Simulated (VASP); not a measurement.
# MoPt (Pmma) in VASP: single point with LDA

Aim: the single point of MoPt with LDA.

All numbers are computed with VASP 6.6.1; they aren't measurements. Logs are shortened: lines on timing, memory, paths and dates and some standing lists are left out, and cuts for length are marked.

### 1 The cell of the first run

Symmetry: Pmma, No. 51, orthorhombic system. The conventional cell has a = 4.430 Å, b = 2.703 Å, c = 4.886 Å, α = 90.00°, β = 90.00°, γ = 90.00°. Within 3.6 Å of Mo (site symmetry mm2) lie 4 Mo at 2.70 to 2.73 Å and 8 Pt at 2.73 to 2.79 Å. Within 3.6 Å of Pt (site symmetry mm2) lie 4 Pt at 2.70 to 2.74 Å and 8 Mo at 2.73 to 2.79 Å.

### 2 Single point, LDA

Contents of INCAR:

```
ALGO = Normal
EDIFF = 1E-6
ENCUT = 500
GGA = CA
GGA_COMPAT = False
ISIF = 2
ISMEAR = 0
LASPH = True
LCHARG = True
LELF = True
LREAL = False
LVHAR = True
LWAVE = False
NBANDS = 40
NELM = 120
PREC = Accurate
SIGMA = 0.1
```

Contents of KPOINTS:

```
k-points
0
Gamma
  10 16 8
```

Contents of POSCAR:

```
MoPt
1.0
    4.4298987337      0.0000000000      0.0000000000
    0.0000000000      2.7025444727      0.0000000000
    0.0000000000      0.0000000000      4.8856899905
Mo Pt
2 2
Direct
    0.2500000000      0.0000000000      0.1637026176
    0.7500000000      0.0000000000      0.8362973824
    0.2500000000      0.5000000000      0.6643245682
    0.7500000000      0.5000000000      0.3356754318
```

Potentials or basis: VASP PAW LDA potentials, release 64 (Mo_sv, Pt_sv_GW).

Launch:

```
$ cat potpaw_LDA.64/Mo_sv/POTCAR potpaw_LDA.64/Pt_sv_GW/POTCAR > POTCAR
$ mpirun -np 1 vasp_std > vasp.out
```

OUTCAR:

```text
EDIFF = 1E-6
   ENCUT = 500
   GGA = CA
   ISIF = 2
   ISMEAR = 0
   LASPH = True
   LREAL = False
   NELM = 120
   PREC = Accurate

 ion  position               nearest neighbor table
   1  0.250  0.000  0.164-   4 2.73   4 2.73   4 2.73   4 2.73   2 2.73   2 2.73   3 2.79   3 2.79
                             3 2.79   3 2.79
   2  0.750  0.000  0.836-   3 2.73   3 2.73   3 2.73   3 2.73   1 2.73   1 2.73   4 2.79   4 2.79
                             4 2.79   4 2.79
   3  0.250  0.500  0.664-   2 2.73   2 2.73   2 2.73   2 2.73   4 2.74   4 2.74   1 2.79   1 2.79
                             1 2.79   1 2.79
   4  0.750  0.500  0.336-   1 2.73   1 2.73   1 2.73   1 2.73   3 2.74   3 2.74   2 2.79   2 2.79
                             2 2.79   2 2.79

  LATTYP: Found a simple orthorhombic cell.
 ALAT       =     2.7025444727
 B/A-ratio  =     1.6391584962
 C/A-ratio  =     1.8078111350

  Lattice vectors:

 A1 = (   0.0000000000,  -2.7025444727,   0.0000000000)
 A2 = (   4.4298987337,   0.0000000000,   0.0000000000)
 A3 = (   0.0000000000,   0.0000000000,   4.8856899905)

Analysis of symmetry for initial positions (statically):
=====================================================================
 Subroutine PRICEL returns:
 Original cell was already a primitive cell.

 Routine SETGRP: Setting up the symmetry group for a
 simple orthorhombic supercell.

 Subroutine GETGRP returns: Found  8 space group operations
 (whereof  4 operations were pure point group operations)
 out of a pool of  8 trial point group operations.

The static configuration has the point symmetry C_2h.
 The point group associated with its full space group is D_2h.

Analysis of symmetry for dynamics (positions and initial velocities):
=====================================================================
 Subroutine PRICEL returns:
 Original cell was already a primitive cell.

 Routine SETGRP: Setting up the symmetry group for a
 simple orthorhombic supercell.

 Subroutine GETGRP returns: Found  8 space group operations
 (whereof  4 operations were pure point group operations)
 out of a pool of  8 trial point group operations.

The dynamic configuration has the point symmetry C_2h.
 The point group associated with its full space group is D_2h.

 Subroutine INISYM returns: Found  8 space group operations
 (whereof  4 operations are pure point group operations),
 and found     1 'primitive' translations

----------------------------------------------------------------------------------------

                                     Primitive cell

  volume of cell :      58.4915

  direct lattice vectors                    reciprocal lattice vectors
     4.429898734  0.000000000  0.000000000     0.225738795  0.000000000  0.000000000
     0.000000000  2.702544473  0.000000000     0.000000000  0.370021663  0.000000000
     0.000000000  0.000000000  4.885689991     0.000000000  0.000000000  0.204679380

  length of vectors
     4.429898734  2.702544473  4.885689991     0.225738795  0.370021663  0.204679380

  position of ions in fractional coordinates (direct lattice)
     0.250000000  0.000000000  0.163702618
     0.750000000  0.000000000  0.836297382
     0.250000000  0.500000000  0.664324568
     0.750000000  0.500000000  0.335675432

  ion indices of the primitive-cell ions
   primitive index   ion index
                 1           1
                 2           2
                 3           3
                 4           4

----------------------------------------------------------------------------------------

 KPOINTS: k-points

Automatic generation of k-mesh.
 Grid dimensions read from file:
 generate k-points for:   10   16    8

 Generating k-lattice:

  Cartesian coordinates                     Fractional coordinates (reciprocal lattice)
     0.022573879  0.000000000  0.000000000     0.100000000  0.000000000  0.000000000
     0.000000000  0.023126354  0.000000000     0.000000000  0.062500000  0.000000000
     0.000000000  0.000000000  0.025584923     0.000000000  0.000000000  0.125000000

  Length of vectors
     0.022573879  0.023126354  0.025584923

  Shift w.r.t. Gamma in fractional coordinates (k-lattice)
     0.000000000  0.000000000  0.000000000

 Subroutine IBZKPT returns following result:
 ===========================================

 Found    270 irreducible k-points:

 Following reciprocal coordinates:
            Coordinates               Weight
  0.000000  0.000000  0.000000      1.000000
  0.100000  0.000000  0.000000      2.000000
  0.200000  0.000000  0.000000      2.000000
  0.300000  0.000000  0.000000      2.000000
  0.400000  0.000000  0.000000      2.000000
  0.500000  0.000000  0.000000      1.000000
[... 16 lines left out ...]
  0.400000  0.187500  0.000000      4.000000
  0.500000  0.187500  0.000000      2.000000
 [... further k-points ...]
   k-points           NKPTS =    270   k-points in BZ     NKDIM =    270   number of bands    NBANDS=     40
   number of dos      NEDOS =    301   number of ions     NIONS =      4
   total plane-waves  NPLWV =  23040
   dimension x,y,z NGX =    32 NGY =   20 NGZ =   36
   dimension x,y,z NGXF=    64 NGYF=   40 NGZF=   72
   ions per type =               2   2
   NGX,Y,Z   is equivalent  to a cutoff of  12.01, 12.30, 12.25 a.u.
   NGXF,Y,Z  is equivalent  to a cutoff of  24.02, 24.61, 24.50 a.u.
 SYSTEM =  unknown system
   PREC   = accura    normal or accurate (medium, high low for compatibility)
   ISTART =      0    job   : 0-new  1-cont  2-samecut
   ICHARG =      2    charge: 1-file 2-atom 10-const
   ISPIN  =      1    spin polarized calculation?
   LNONCOLLINEAR =      F non collinear calculations
   LSORBIT =      F    spin-orbit coupling
   LASPH  =      T    aspherical Exc in radial PAW
   ENCUT  =  500.0 eV  36.75 Ry    6.06 a.u.   8.08  4.93  8.91*2*pi/ulx,y,z
   NELM   =    120;   NELMIN=  2; NELMDL= -5     # of ELM steps
   EDIFF  = 0.1E-05   stopping-criterion for ELM
   LREAL  =      F    real-space projection
   EDIFFG = 0.1E-04   stopping-criterion for IOM
   NSW    =      0    number of steps for IOM
   IBRION =     -1    ionic relax: 0-MD 1-quasi-New 2-CG
   NFREE  =      0    steps in history (QN), initial steepest desc. (CG)
   ISIF   =      2    stress and relaxation
   ISYM   =      2    0-nonsym 1-usesym 2-fastsym
   POTIM  = 0.5000    time-step for ionic-motion
   TEBEG  =    0.0;   TEEND  =   0.0 temperature during run
   PSTRESS=    0.0 pullay stress
   NELECT =      64.0000    total number of electrons
   NUPDOWN=      -1.0000    fix difference up-down
   EMIN   =  10.00;   EMAX   =-10.00  energy-range for DOS
   EFERMI =   0.00;   METHOD = LEGACY
   ISMEAR =     0;   SIGMA  =   0.10  broadening in eV -4-tet -1-fermi 0-gaus
   EFERMI_NEDOS =   21; number of points for ismear=-14 and -15
   IALGO  =     38    algorithm
   IMIX   =      4    mixing-type and parameters
     AMIX     =   0.40;   BMIX     =  1.00
     AMIX_MAG =   1.60;   BMIX_MAG =  1.00
  volume/ion in A,a.u.               =      14.62        98.68
  Fermi-wavevector in a.u.,A,eV,Ry     =   1.686957  3.187886 38.719778  2.845823
  Thomas-Fermi vector in A             =   2.769529
   LORBIT       =      0    0 simple, 1 ext, 2 COOP (PROOUT), +10 PAW based schemes
   GGA     = CA    functional components
   LHFCALC =     F    Hartree Fock is set to
   AEXX    =    0.0000 exact exchange contribution
   IVDW    =     0    specifies the selected vdW correction
   LEPSILON=     F    determine dielectric tensor
   LRPA    =     F    only Hartree local field effects (RPA)
 non-spin polarized calculation
 Gauss-broadening in eV      SIGMA  =   0.10
  energy-cutoff  :      500.00
  volume of cell :       58.49
 maximum number of plane-waves:      1508
   NGX = 17   NGY =  9   NGZ = 17

 number of electron      63.9999998 magnetization

 Free energy of the ion-electron system (eV)
  ---------------------------------------------------
  ext. energy  EPLUGINS =         0.00000000
  ---------------------------------------------------
  free energy    TOTEN  =       -40.34165092 eV

  energy without entropy =      -40.32561855  energy(sigma->0) =      -40.33363473

 E-fermi :  12.6109     XC(G=0): -14.2831

 val. band max:       12.6093327708   @ k =   0.2000   0.5000   0.5000
 cond. band min:      12.6194038043   @ k =   0.1000   0.0000   0.0000
 fundamental gap:      0.0100710335
 Fermi energy:        12.6109456570

 k-point     1 :       0.0000    0.0000    0.0000
  band No.  band energies     occupation
      1     -86.5203      2.00000
      2     -86.5068      2.00000
      3     -48.2896      2.00000
      4     -48.1725      2.00000
      5     -41.0631      2.00000
      6     -40.9857      2.00000
[... 32 lines left out ...]
     39      16.7198      0.00000
     40      17.8241      0.00000

 k-point     2 :       0.1000    0.0000    0.0000
  band No.  band energies     occupation
      1     -86.5199      2.00000
      2     -86.5071      2.00000
      3     -48.2869      2.00000
      4     -48.1756      2.00000
      5     -41.0613      2.00000
      6     -40.9896      2.00000
[... 32 lines left out ...]
     39      16.5416      0.00000
     40      17.7228      0.00000

 k-point     3 :       0.2000    0.0000    0.0000
  band No.  band energies     occupation
      1     -86.5191      2.00000
      2     -86.5084      2.00000
      3     -48.2791      2.00000
      4     -48.1845      2.00000
      5     -41.0574      2.00000
      6     -40.9991      2.00000
[... 32 lines left out ...]
     39      16.0523      0.00000
     40      17.4192      0.00000

 k-point     4 :       0.3000    0.0000    0.0000
  band No.  band energies     occupation
      1     -86.5177      2.00000
      2     -86.5100      2.00000
      3     -48.2668      2.00000
      4     -48.1981      2.00000
      5     -41.0509      2.00000
      6     -41.0111      2.00000
[... 32 lines left out ...]
     39      15.4455      0.00000
     40      16.9277      0.00000
[... 772 lines left out ...]
     39      17.7847      0.00000
     40      18.3174      0.00000

 k-point    23 :       0.4000    0.1875    0.0000
  band No.  band energies     occupation
      1     -86.5107      2.00000
      2     -86.5066      2.00000
      3     -48.2109      2.00000
      4     -48.1749      2.00000
      5     -41.0325      2.00000
      6     -41.0115      2.00000
[... 32 lines left out ...]
     39      17.9907      0.00000
     40      18.3103      0.00000

 k-point    24 :       0.5000    0.1875    0.0000
  band No.  band energies     occupation
      1     -86.5088      2.00000
      2     -86.5088      2.00000
      3     -48.1930      2.00000
      4     -48.1930      2.00000
      5     -41.0230      2.00000
      6     -41.0230      2.00000
[... 32 lines left out ...]
     39      18.1998      0.00000
     40      18.1998      0.00000

 [... further k-points ...]
[... 5 lines left out ...]
  --------------------------------------------------------------------------------------
  -------------------------------------------------------------------------------------
  Total       -0.1385146     -0.1303352     -0.1692604      0.0000000      0.0000000     -0.0000000
  in kB       -3.7941417     -3.5700941     -4.6363197      0.0000000      0.0000000     -0.0000000
  external PRESSURE =      -4.0001851 kB  Pullay stress =       0.0000000 kB

 VOLUME and BASIS-vectors are now :
 -----------------------------------------------------------------------------
  energy-cutoff  :      500.00
  volume of cell :       58.49
      direct lattice vectors                 reciprocal lattice vectors
     4.429898734  0.000000000  0.000000000     0.225738795  0.000000000  0.000000000
     0.000000000  2.702544473  0.000000000     0.000000000  0.370021663  0.000000000
     0.000000000  0.000000000  4.885689991     0.000000000  0.000000000  0.204679380

 POSITION                                       TOTAL-FORCE (eV/Angst)
 -----------------------------------------------------------------------------------
      1.10747      0.00000      0.79980         0.000000      0.000000     -0.001485
      3.32242      0.00000      4.08589        -0.000000      0.000000      0.001485
      1.10747      1.35127      3.24568         0.000000     -0.000000     -0.012404
      3.32242      1.35127      1.64001        -0.000000      0.000000      0.012404
 -----------------------------------------------------------------------------------
    total drift:                                0.000000     -0.000000      0.000000

  FREE ENERGIE OF THE ION-ELECTRON SYSTEM (eV)
  ---------------------------------------------------
  free  energy   TOTEN  =       -40.3416509188 eV

  energy  without entropy=      -40.3256185489  energy(sigma->0) =      -40.33363473
```

Run time: 3.9 min. Hardware: 1 thread of Intel Xeon 6975P-C (Granite Rapids), shared host; peak memory 0.54 GiB.

Results:

```yaml
Free_energy: -40.3417 eV
Pressure: -0.4 GPa
Largest_force: 0.012 eV/Å
Band_gap_on_the_k_mesh: zero (bands 32 and 33 overlap by 2.59 eV)
```

Forces on the atoms (eV/Å):
```
Mo   0.000  0.000 -0.001
Mo   0.000  0.000  0.001
Pt   0.000  0.000 -0.012
Pt   0.000  0.000  0.012
```

Stress tensor (GPa, compression positive):
```
-0.38  0.00  0.00
 0.00 -0.36  0.00
 0.00  0.00 -0.46
```

Caveat: spin-orbit coupling is left out, which moves the levels of the heavy elements.
